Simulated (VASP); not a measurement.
Sr4Ir:

```
CELL_PARAMETERS angstrom
6.40438 0.00000 0.00000
0.00000 6.40438 0.00000
0.00000 0.00000 6.40438
ATOMIC_POSITIONS crystal
Sr 0.00000 0.50000 0.50000
Sr 0.50000 0.00000 0.50000
Sr 0.50000 0.50000 0.00000
Sr 0.00000 0.00000 0.00000
Ir 0.50000 0.50000 0.50000
```

The cell was generated, and may not be a known phase.

```yaml
Program: VASP 6.6.1
Task: relaxation of cell and atoms
Functional: PBE
Potentials_or_basis: VASP PAW PBE potentials, release 64 (Sr_sv, Ir)
Cutoff: 600 eV
k_mesh: 4 × 4 × 4
Occupations: gaussian, width 0.1 eV
Spin: no spin polarisation
```

At the start: pressure -3.2 GPa; volume 52.54 Å³/atom.

Task: How do energy, volume and symmetry change on relaxing?

Result: Over 3 steps the energy falls by 109.0 meV/atom and the volume is 43.39 Å³/atom (-17.4 %); space group Pm-3m (No. 221, to 0.1 Å) before and after.

Step by step:
```
step  energy change (eV)  largest force (eV/Å)  pressure (GPa)  volume (Å³)
   1              0.0000                0.0000           -3.23       262.68
   2             -0.5235                0.0000           -0.83       224.48
   3             -0.5450                0.0000           -0.06       216.96
```

Final structure:
```xyz
5
Lattice="6.0089 0.0000 0.0000 0.0000 6.0089 0.0000 0.0000 0.0000 6.0089" Properties=species:S:1:pos:R:3 pbc="T T T"
Sr    0.0000    3.0044    3.0044
Sr    3.0044    0.0000    3.0044
Sr    3.0044    3.0044    0.0000
Sr    0.0000    0.0000    0.0000
Ir    3.0044    3.0044    3.0044
```

Caveat: the volume moved by over 15 % at a fixed basis, so the end points are rough.
